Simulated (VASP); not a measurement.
Runs of VASP 6.6.1 on Te. The structure is that of space group Im-3m (No. 229), or close to it. The cells are those of the table. 

```csv
cell,smearing,gap on the mesh (eV),pressure (GPa)
"a = 3.103 Å, angles 109.5°, 1 atom",methfessel-paxton 0.025 eV,none,15.3
"a = 2.510 Å, angles 109.5°, 1 atom",fermi-dirac 0.05 eV,none,329.6
"a = 2.684 Å, angles 109.5°, 1 atom",fermi-dirac 0.05 eV,none,156.4
"a = 2.976 Å, angles 109.5°, 1 atom",fermi-dirac 0.05 eV,none,(a)
```

Alike in all rows: task single point; level PBEsol; potentials or basis VASP PAW PBE potentials, release 64 (Te); no spin polarisation; k mesh 15 × 15 × 15; cutoff (eV) 520.

Estimate the missing entries.

(a) 36.4.

Caveats: the PAW data sets were made with another functional, which shifts forces and pressure a little; spin-orbit coupling is left out, which moves the levels of the heavy elements.

A k mesh can miss the band edges, and the runs leave out spin-orbit coupling on Te.

A gap of «none» marks levels without a gap at the run's occupations.
